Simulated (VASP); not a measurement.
Here is a VASP 6.6.1 calculation.

File INCAR:

```
SYSTEM = Si
PREC     = Accurate       ! precision mode
ENCUT    = 520            ! plane-wave cutoff, eV
EDIFF    = 1E-7           ! SCF threshold, eV
ISMEAR   = -1             ! smearing method
SIGMA    = 0.02           ! smearing width, eV
LREAL    = .False.        ! projectors in reciprocal space
LASPH    = .True.         ! aspherical terms in the spheres
NELM     = 60             ! most SCF steps
ALGO     = Normal         ! electronic algorithm
ISIF     = 2              ! what is computed and relaxed
LWAVE    = .False.        ! write WAVECAR
LCHARG   = .True.         ! write CHGCAR
GGA      = PS             ! functional
LELF     = .True.         ! ELF
LVHAR    = .True.       
NBANDS   = 16             ! bands
```

Contents of KPOINTS:

```
Automatic mesh
0
Gamma
  8 6 8
  0 0 0
```

Contents of POSCAR:

```
Si
1.0
   -2.7165779569      2.7165779569      0.0000000000
    0.0000000000      0.0000000000      5.4331559138
    2.7165779569      2.7165779569      0.0000000000
Si
4
Direct
    0.5000000000      0.3750000000      0.2500000000
    0.0000000000      0.8750000000      0.7500000000
    0.0000000000      0.1250000000      0.2500000000
    0.5000000000      0.6250000000      0.7500000000
```

Potentials or basis: VASP PAW PBE potentials, release 64 (Si).

Launch:

```console
$ cat potpaw_PBE.64/Si/POTCAR > POTCAR
$ mpirun -np 1 vasp_std > vasp.out
```

Q: What does it give for the pressure?

A: 0.1 GPa.

Q: Estimate the band gap on the k mesh.

A: 0.46 eV.

Caveat: the PAW data sets were made with another functional, which shifts forces and pressure a little. PBEsol gaps usually lie below the measured ones, often by a third to a half.
